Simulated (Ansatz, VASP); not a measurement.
# ScAl2P3: VASP beside Ansatz

```
CELL_PARAMETERS angstrom
3.44412 0.00000 0.00000
0.00000 3.44412 0.00000
0.00000 0.00000 8.43122
ATOMIC_POSITIONS crystal
Sc 0.00000 0.00000 0.50000
Al 0.00000 0.00000 0.15812
Al 0.00000 0.00000 0.84188
P 0.50000 0.50000 0.36417
P 0.50000 0.50000 0.63583
P 0.50000 0.50000 0.00000
```

Alike in both runs: functional PBE; k mesh 12 × 12 × 6; occupations gaussian, width 0.1 eV; no spin polarisation.

Ansatz relaxed the structure, and its values are those at the end. VASP's run is a single point on that final structure, the one shown.

```csv
,VASP,Ansatz
version,VASP 6.6.1,Ansatz 0.2.0
potentials or method,"VASP PAW PBE potentials, release 64 (Sc_sv, Al, P), cutoff 520 eV","scalar-relativistic, plane waves, PAW"
valence electrons in the cell,32,32
```

Ansatz gave:

```
gap on the k mesh at the Fermi level (eV) : none
pressure (GPa)                            : 0.0
rms of the force components (eV/Å)        : 0.000
```

Task: Estimate VASP's values.

Result: gap on the k mesh at the Fermi level (eV): none; pressure (GPa): 0.0; rms of the force components (eV/Å): 0.009.

A gap of «none» marks a metal or a gap that the smearing closes.
